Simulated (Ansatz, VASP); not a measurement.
# PtSe2 in VASP and in Ansatz

```
CELL_PARAMETERS angstrom
3.51463 0.00000 0.00000
-1.75731 3.04376 0.00000
0.00000 0.00000 4.97425
ATOMIC_POSITIONS crystal
Pt 0.00000 0.00000 0.00000
Se 0.33333 0.66667 0.27853
Se 0.66667 0.33333 0.72147
```

Change from the starting cell: hydrostatic strain -5.7%.

Alike in both runs: task single point; functional r2SCAN; k mesh 12 × 12 × 6; occupations fermi-dirac, width 0.02 eV; no spin polarisation.

```csv
,VASP,Ansatz
version,VASP 6.6.1,Ansatz 0.2.0
potentials or method,"VASP PAW PBE potentials, release 64 (Pt, Se)","plane waves, PAW"
plane-wave cutoff (eV),520,500
valence electrons in the cell,22,50
```

VASP gave:

| Item | Value |
| --- | --- |
| pressure (GPa) | 19.7 |
| traceless stress, the component that is largest in VASP (GPa) | -8.36 |
| rms of the force components (eV/Å) | 0.004 |

Q: What did Ansatz give for the same quantities?

A: Pressure (GPa): 19.5; traceless stress, the component that is largest in VASP (GPa): -8.28; rms of the force components (eV/Å): 0.013.

VASP's potentials were made for PBE, not for r2SCAN. Atom by atom the forces differ by 0.017 eV/Å (rms over components). VASP's potentials hold 22 valence electrons a cell and Ansatz's 50, so a difference there can come from the potentials and not from the codes.

Spin-orbit coupling is off throughout.
